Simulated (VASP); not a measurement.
# MgW (P6_3/mmc) in VASP: notebook

MgW is run at these levels: PBE; tasks: single point, relaxation of cell and atoms.

All numbers are computed with VASP 6.6.1; they aren't measurements. Logs are shortened: lines on timing, memory, paths and dates and some standing lists are left out, and cuts for length are marked.

### 1 The cell of the first run

The structure is hexagonal, space group P6_3/mmc (No. 194). Conventional cell: a = 3.104 Å, b = 3.104 Å, c = 9.461 Å, α = 90.00°, β = 90.00°, γ = 120.00°. Mg (site symmetry -3m) has 6 W at 2.97 Å and 6 Mg at 3.10 Å within 3.9 Å. W (site symmetry -6m2) has 6 Mg at 2.97 Å and 6 W at 3.10 Å within 3.9 Å.

The cell was built from a structure type or drawn by symmetry, and may not be a known phase.

### 2 Single point, PBE

INCAR

```
SYSTEM = MgW
PREC = Accurate
ENCUT = 520
EDIFF = 1E-6
ISMEAR = 0
SIGMA = 0.1
LREAL = .FALSE.
LASPH = .TRUE.
NELM = 100
ALGO = Fast
ISIF = 2
LWAVE = .FALSE.
LCHARG = .FALSE.
GGA = PE
NBANDS = 24
```

KPOINTS

```
regular mesh
0
G
  6 6 2
  0 0 0
```

POSCAR

```
MgW
1.0
    3.1038509200      0.0000000000      0.0000000000
   -1.5519254600      2.6880137500      0.0000000000
    0.0000000000      0.0000000000      9.4611950100
Mg W
2 2
Direct
    0.0000000000      0.0000000000      0.0000000000
    0.0000000000      0.0000000000      0.5000000000
    0.3333333300      0.6666666700      0.2500000000
    0.6666666700      0.3333333300      0.7500000000
```

Potentials or basis: VASP PAW PBE potentials, release 64 (Mg, W_sv).

Started as:

```bash
> cat potpaw_PBE.64/Mg/POTCAR potpaw_PBE.64/W_sv/POTCAR > POTCAR
> mpirun -np 1 vasp_std > vasp.out
```

OUTCAR:

```text
SYSTEM = MgW
   PREC = Accurate
   ENCUT = 520
   EDIFF = 1E-6
   ISMEAR = 0
   LREAL = .FALSE.
   LASPH = .TRUE.
   NELM = 100
   ISIF = 2
   GGA = PE

 ion  position               nearest neighbor table
   1  0.000  0.000  0.000-   3 2.97   4 2.97   4 2.97   3 2.97   4 2.97   3 2.97
   2  0.000  0.000  0.500-   3 2.97   4 2.97   4 2.97   3 2.97   4 2.97   3 2.97
   3  0.333  0.667  0.250-   1 2.97   2 2.97   1 2.97   2 2.97   1 2.97   2 2.97
   4  0.667  0.333  0.750-   1 2.97   2 2.97   1 2.97   2 2.97   1 2.97   2 2.97

  LATTYP: Found a hexagonal cell.
 ALAT       =     3.1038509200
 C/A-ratio  =     3.0482118033

  Lattice vectors:

 A1 = (   3.1038509200,   0.0000000000,   0.0000000000)
 A2 = (  -1.5519254600,   2.6880137500,   0.0000000000)
 A3 = (   0.0000000000,   0.0000000000,   9.4611950100)

Analysis of symmetry for initial positions (statically):
=====================================================================
 Subroutine PRICEL returns:
 Original cell was already a primitive cell.

 Routine SETGRP: Setting up the symmetry group for a
 hexagonal supercell.

 Subroutine GETGRP returns: Found 24 space group operations
 (whereof 12 operations were pure point group operations)
 out of a pool of 24 trial point group operations.

The static configuration has the point symmetry D_3d.
 The point group associated with its full space group is D_6h.

Analysis of symmetry for dynamics (positions and initial velocities):
=====================================================================
 Subroutine PRICEL returns:
 Original cell was already a primitive cell.

 Routine SETGRP: Setting up the symmetry group for a
 hexagonal supercell.

 Subroutine GETGRP returns: Found 24 space group operations
 (whereof 12 operations were pure point group operations)
 out of a pool of 24 trial point group operations.

The dynamic configuration has the point symmetry D_3d.
 The point group associated with its full space group is D_6h.

 Subroutine INISYM returns: Found 24 space group operations
 (whereof 12 operations are pure point group operations),
 and found     1 'primitive' translations

----------------------------------------------------------------------------------------

                                     Primitive cell

  volume of cell :      78.9366

  direct lattice vectors                    reciprocal lattice vectors
     3.103850920  0.000000000  0.000000000     0.322180422  0.186010953  0.000000000
    -1.551925460  2.688013750  0.000000000     0.000000000  0.372021907  0.000000000
     0.000000000  0.000000000  9.461195010     0.000000000  0.000000000  0.105694894

  length of vectors
     3.103850920  3.103850923  9.461195010     0.372021907  0.372021907  0.105694894

  position of ions in fractional coordinates (direct lattice)
     0.000000000  0.000000000  0.000000000
     0.000000000  0.000000000  0.500000000
     0.333333330  0.666666670  0.250000000
     0.666666670  0.333333330  0.750000000

  ion indices of the primitive-cell ions
   primitive index   ion index
                 1           1
                 2           2
                 3           3
                 4           4

----------------------------------------------------------------------------------------

 KPOINTS: regular mesh

Automatic generation of k-mesh.
 Grid dimensions read from file:
 generate k-points for:    6    6    2

 Generating k-lattice:

  Cartesian coordinates                     Fractional coordinates (reciprocal lattice)
     0.053696737  0.031001826  0.000000000     0.166666667  0.000000000  0.000000000
     0.000000000  0.062003651  0.000000000     0.000000000  0.166666667  0.000000000
     0.000000000  0.000000000  0.052847447     0.000000000  0.000000000  0.500000000

  Length of vectors
     0.062003651  0.062003651  0.052847447

  Shift w.r.t. Gamma in fractional coordinates (k-lattice)
     0.000000000  0.000000000  0.000000000

 Subroutine IBZKPT returns following result:
 ===========================================

 Found     14 irreducible k-points:

 Following reciprocal coordinates:
            Coordinates               Weight
  0.000000  0.000000  0.000000      1.000000
  0.166667  0.000000  0.000000      6.000000
  0.333333 -0.000000  0.000000      6.000000
  0.500000  0.000000  0.000000      3.000000
  0.166667  0.166667  0.000000      6.000000
  0.333333  0.166667  0.000000     12.000000
  0.333333  0.333333  0.000000      2.000000
  0.000000  0.000000  0.500000      1.000000
  0.166667  0.000000  0.500000      6.000000
  0.333333 -0.000000  0.500000      6.000000
  0.500000  0.000000  0.500000      3.000000
  0.166667  0.166667  0.500000      6.000000
  0.333333  0.166667  0.500000     12.000000
  0.333333  0.333333  0.500000      2.000000
   k-points           NKPTS =     14   k-points in BZ     NKDIM =     14   number of bands    NBANDS=     24
   number of dos      NEDOS =    301   number of ions     NIONS =      4
   total plane-waves  NPLWV =  40320
   dimension x,y,z NGX =    24 NGY =   24 NGZ =   70
   dimension x,y,z NGXF=    48 NGYF=   48 NGZF=  140
   ions per type =               2   2
   NGX,Y,Z   is equivalent  to a cutoff of  12.85, 12.85, 12.30 a.u.
   NGXF,Y,Z  is equivalent  to a cutoff of  25.71, 25.71, 24.60 a.u.
 SYSTEM =  MgW
   PREC   = accura    normal or accurate (medium, high low for compatibility)
   ISTART =      0    job   : 0-new  1-cont  2-samecut
   ICHARG =      2    charge: 1-file 2-atom 10-const
   ISPIN  =      1    spin polarized calculation?
   LNONCOLLINEAR =      F non collinear calculations
   LSORBIT =      F    spin-orbit coupling
   LASPH  =      T    aspherical Exc in radial PAW
   ENCUT  =  520.0 eV  38.22 Ry    6.18 a.u.   5.77  5.77 17.59*2*pi/ulx,y,z
   NELM   =    100;   NELMIN=  2; NELMDL= -5     # of ELM steps
   EDIFF  = 0.1E-05   stopping-criterion for ELM
   LREAL  =      F    real-space projection
   EDIFFG = 0.1E-04   stopping-criterion for IOM
   NSW    =      0    number of steps for IOM
   IBRION =     -1    ionic relax: 0-MD 1-quasi-New 2-CG
   NFREE  =      0    steps in history (QN), initial steepest desc. (CG)
   ISIF   =      2    stress and relaxation
   ISYM   =      2    0-nonsym 1-usesym 2-fastsym
   POTIM  = 0.5000    time-step for ionic-motion
   TEBEG  =    0.0;   TEEND  =   0.0 temperature during run
   PSTRESS=    0.0 pullay stress
   NELECT =      32.0000    total number of electrons
   NUPDOWN=      -1.0000    fix difference up-down
   EMIN   =  10.00;   EMAX   =-10.00  energy-range for DOS
   EFERMI =   0.00;   METHOD = LEGACY
   ISMEAR =     0;   SIGMA  =   0.10  broadening in eV -4-tet -1-fermi 0-gaus
   EFERMI_NEDOS =   21; number of points for ismear=-14 and -15
   IALGO  =     68    algorithm
   IMIX   =      4    mixing-type and parameters
     AMIX     =   0.40;   BMIX     =  1.00
     AMIX_MAG =   1.60;   BMIX_MAG =  1.00
  volume/ion in A,a.u.               =      19.73       133.17
  Fermi-wavevector in a.u.,A,eV,Ry     =   1.211617  2.289624 19.973569  1.468016
  Thomas-Fermi vector in A             =   2.347127
   LORBIT       =      0    0 simple, 1 ext, 2 COOP (PROOUT), +10 PAW based schemes
   GGA     = PE    functional components
   LHFCALC =     F    Hartree Fock is set to
   AEXX    =    0.0000 exact exchange contribution
   IVDW    =     0    specifies the selected vdW correction
   LEPSILON=     F    determine dielectric tensor
   LRPA    =     F    only Hartree local field effects (RPA)
 non-spin polarized calculation
 RMM-DIIS sequential band-by-band and
 Gauss-broadening in eV      SIGMA  =   0.10
  energy-cutoff  :      520.00
  volume of cell :       78.94
 maximum number of plane-waves:      2152
 NGX is ok and might be reduce to    24
   NGX = 11   NGY = 11   NGZ = 35

 number of electron      32.0000004 magnetization

 Free energy of the ion-electron system (eV)
  ---------------------------------------------------
  ext. energy  EPLUGINS =         0.00000000
  ---------------------------------------------------
  free energy    TOTEN  =       -25.63787459 eV

  energy without entropy =      -25.61535669  energy(sigma->0) =      -25.62661564

 E-fermi :   5.3580     XC(G=0): -10.7186

 val. band max:        5.3447350954   @ k =   0.0000   0.0000   0.0000
 cond. band min:       5.3665920185   @ k =   0.3333   0.1667   0.0000
 fundamental gap:      0.0218569230
 Fermi energy:         5.3579743580

 k-point     1 :       0.0000    0.0000    0.0000
  band No.  band energies     occupation
      1     -68.5941      2.00000
      2     -68.5941      2.00000
      3     -32.7702      2.00000
      4     -32.7683      2.00000
      5     -32.4946      2.00000
      6     -32.4946      2.00000
[... 16 lines left out ...]
     23      10.3205      0.00000
     24      13.2129      0.00000

 k-point     2 :       0.1667    0.0000    0.0000
  band No.  band energies     occupation
      1     -68.5887      2.00000
      2     -68.5887      2.00000
      3     -32.7577      2.00000
      4     -32.7562      2.00000
      5     -32.5858      2.00000
      6     -32.5858      2.00000
[... 16 lines left out ...]
     23      10.4636      0.00000
     24      14.0725      0.00000

 k-point     3 :       0.3333   -0.0000    0.0000
  band No.  band energies     occupation
      1     -68.5781      2.00000
      2     -68.5781      2.00000
      3     -32.7648      2.00000
      4     -32.7646      2.00000
      5     -32.7327      2.00000
      6     -32.7319      2.00000
[... 16 lines left out ...]
     23      10.5900      0.00000
     24      10.8736      0.00000

 k-point     4 :       0.5000    0.0000    0.0000
  band No.  band energies     occupation
      1     -68.5728      2.00000
      2     -68.5727      2.00000
      3     -32.8525      2.00000
      4     -32.8523      2.00000
      5     -32.7200      2.00000
      6     -32.7199      2.00000
[... 16 lines left out ...]
     23      10.3503      0.00000
     24      10.9731      0.00000

 k-point     5 :       0.1667    0.1667    0.0000
  band No.  band energies     occupation
      1     -68.5807      2.00000
      2     -68.5807      2.00000
      3     -32.7390      2.00000
      4     -32.7380      2.00000
      5     -32.7036      2.00000
      6     -32.7034      2.00000
[... 16 lines left out ...]
     23      10.7658      0.00000
     24      11.8195      0.00000

 k-point     6 :       0.3333    0.1667    0.0000
  band No.  band energies     occupation
      1     -68.5727      2.00000
      2     -68.5727      2.00000
      3     -32.8076      2.00000
      4     -32.8073      2.00000
      5     -32.7201      2.00000
      6     -32.7198      2.00000
[... 16 lines left out ...]
     23      10.2499      0.00000
     24      11.1990      0.00000

 k-point     7 :       0.3333    0.3333    0.0000
  band No.  band energies     occupation
      1     -68.5700      2.00000
      2     -68.5700      2.00000
      3     -32.7476      2.00000
      4     -32.7473      2.00000
      5     -32.7452      2.00000
      6     -32.7452      2.00000
[... 16 lines left out ...]
     23       9.6887      0.00000
     24      10.6137      0.00000

 k-point     8 :       0.0000    0.0000    0.5000
  band No.  band energies     occupation
      1     -68.5941      2.00000
      2     -68.5941      2.00000
      3     -32.7693      2.00000
      4     -32.7693      2.00000
      5     -32.4945      2.00000
      6     -32.4945      2.00000
[... 16 lines left out ...]
     23      11.7447      0.00000
     24      11.7447      0.00000

 k-point     9 :       0.1667    0.0000    0.5000
  band No.  band energies     occupation
      1     -68.5887      2.00000
      2     -68.5887      2.00000
      3     -32.7570      2.00000
      4     -32.7570      2.00000
      5     -32.5858      2.00000
      6     -32.5858      2.00000
[... 16 lines left out ...]
     23      12.4996      0.00000
     24      12.4996      0.00000

 k-point    10 :       0.3333   -0.0000    0.5000
  band No.  band energies     occupation
      1     -68.5781      2.00000
      2     -68.5781      2.00000
      3     -32.7647      2.00000
      4     -32.7647      2.00000
      5     -32.7323      2.00000
      6     -32.7323      2.00000
[... 16 lines left out ...]
     23      11.3002      0.00000
     24      11.3002      0.00000

 k-point    11 :       0.5000    0.0000    0.5000
  band No.  band energies     occupation
      1     -68.5727      2.00000
      2     -68.5727      2.00000
      3     -32.8524      2.00000
      4     -32.8524      2.00000
      5     -32.7199      2.00000
      6     -32.7199      2.00000
[... 16 lines left out ...]
     23      10.5684      0.00000
     24      10.5686      0.00000

 k-point    12 :       0.1667    0.1667    0.5000
  band No.  band energies     occupation
      1     -68.5807      2.00000
      2     -68.5807      2.00000
      3     -32.7385      2.00000
      4     -32.7385      2.00000
      5     -32.7035      2.00000
      6     -32.7035      2.00000
[... 16 lines left out ...]
     23      12.4330      0.00000
     24      12.4330      0.00000

 k-point    13 :       0.3333    0.1667    0.5000
  band No.  band energies     occupation
      1     -68.5727      2.00000
      2     -68.5727      2.00000
      3     -32.8075      2.00000
      4     -32.8075      2.00000
      5     -32.7199      2.00000
      6     -32.7199      2.00000
[... 16 lines left out ...]
     23      10.5501      0.00000
     24      10.5501      0.00000

 k-point    14 :       0.3333    0.3333    0.5000
  band No.  band energies     occupation
      1     -68.5700      2.00000
      2     -68.5700      2.00000
      3     -32.7475      2.00000
      4     -32.7475      2.00000
      5     -32.7452      2.00000
      6     -32.7452      2.00000
[... 16 lines left out ...]
     23      10.4479      0.00000
     24      10.4479      0.00000

------------------------ aborting loop because EDIFF is reached ----------------------------------------

  FORCE on cell =-STRESS in cart. coord.  units (eV):
  Direction    XX          YY          ZZ          XY          YZ          ZX
  --------------------------------------------------------------------------------------
  -------------------------------------------------------------------------------------
  Total      -11.1007169    -11.1007170      1.3771750      0.0000000     -0.0000000     -0.0000000
  in kB     -225.3114575   -225.3114581     27.9525467      0.0000000     -0.0000000     -0.0000000
  external PRESSURE =    -140.8901229 kB  Pullay stress =       0.0000000 kB

 VOLUME and BASIS-vectors are now :
 -----------------------------------------------------------------------------
  energy-cutoff  :      520.00
  volume of cell :       78.94
      direct lattice vectors                 reciprocal lattice vectors
     3.103850920  0.000000000  0.000000000     0.322180422  0.186010953  0.000000000
    -1.551925460  2.688013750  0.000000000     0.000000000  0.372021907  0.000000000
     0.000000000  0.000000000  9.461195010     0.000000000  0.000000000  0.105694894

 POSITION                                       TOTAL-FORCE (eV/Angst)
 -----------------------------------------------------------------------------------
      0.00000      0.00000      0.00000         0.000000      0.000000      0.000000
      0.00000      0.00000      4.73060        -0.000000      0.000000      0.000000
     -0.00000      1.79201      2.36530        -0.000000      0.000000      0.000000
      1.55193      0.89600      7.09590         0.000000     -0.000000     -0.000000
 -----------------------------------------------------------------------------------
    total drift:                                0.000000      0.000000     -0.000000

  FREE ENERGIE OF THE ION-ELECTRON SYSTEM (eV)
  ---------------------------------------------------
  free  energy   TOTEN  =       -25.6378745917 eV

  energy  without entropy=      -25.6153566943  energy(sigma->0) =      -25.62661564
```

Wall time 16 s (1 thread of AMD EPYC 9R45 (Zen 5), shared host); peak memory 0.17 GiB.

Results:

| Item | Value |
| --- | --- |
| Free energy | -25.6379 eV |
| Pressure | -14.1 GPa |
| Band gap on the k mesh | zero (bands 16 and 17 overlap by 1.04 eV) |

Caveat: the k points lie up to 0.39 Å⁻¹ apart, too coarse for converged energies and pressures of a metal; spin-orbit coupling is left out, which moves the levels of the heavy elements.

(Part 1 of 2 ends here.)
